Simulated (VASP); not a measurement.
A run of VASP 6.6.1 is set up as follows.

The input POSCAR:

```
TiO2
1.0
    0.0000000000      2.3968026946      2.3968026946
    2.3968026946      0.0000000000      2.3968026946
    2.3968026946      2.3968026946      0.0000000000
Ti O
1 2
Direct
    0.0000000000      0.0000000000      0.0000000000
    0.2500000000      0.2500000000      0.2500000000
    0.7500000000      0.7500000000      0.7500000000
```

Contents of INCAR.step1:

```
PREC     = Accurate       # precision mode
ENCUT    = 520            # plane-wave cutoff, eV
ISMEAR   = 0              # smearing method
SIGMA    = 0.02           # smearing width, eV
LREAL    = F              # projectors in reciprocal space
LASPH    = T              # aspherical terms in the spheres
NELM     = 60             # most SCF steps
NBANDS   = 19             # bands
GGA      = PE             # functional
ALGO     = Normal         # electronic algorithm
EDIFF    = 1E-4           # SCF threshold, eV
LWAVE    = T              # write WAVECAR
LCHARG   = F              # write CHGCAR
```

File INCAR.step2:

```
PREC     = Accurate       # precision mode
ENCUT    = 520            # plane-wave cutoff, eV
EDIFF    = 1E-6           # SCF threshold, eV
ISMEAR   = 0              # smearing method
SIGMA    = 0.02           # smearing width, eV
LREAL    = F              # projectors in reciprocal space
LASPH    = T              # aspherical terms in the spheres
NELM     = 60             # most SCF steps
ALGO     = Normal         # electronic algorithm
ISIF     = 2              # what is computed and relaxed
LWAVE    = F              # write WAVECAR
LCHARG   = F              # write CHGCAR
METAGGA  = R2SCAN         # meta-GGA
LMIXTAU  = T            
NBANDS   = 19             # bands
ISTART   = 1
```

The input KPOINTS:

```
Automatic mesh
0
Gamma
  10 10 10
```

Potentials or basis: VASP PAW PBE potentials, release 64 (Ti_sv, O).

Run with:

```bash
$ cat potpaw_PBE.64/Ti_sv/POTCAR potpaw_PBE.64/O/POTCAR > POTCAR
$ cp INCAR.step1 INCAR
$ mpirun -np 1 vasp_std > vasp.out
$ cp INCAR.step2 INCAR
$ mpirun -np 1 vasp_std > vasp.out
```

(1) What does it give for the band gap on the k mesh?

(2) Predict the pressure.

Results:

(1) 1.55 eV, indirect (least direct gap 2.24 eV).

(2) 1.6 GPa.

Caveat: the PAW data sets were made with another functional, which shifts forces and pressure a little.
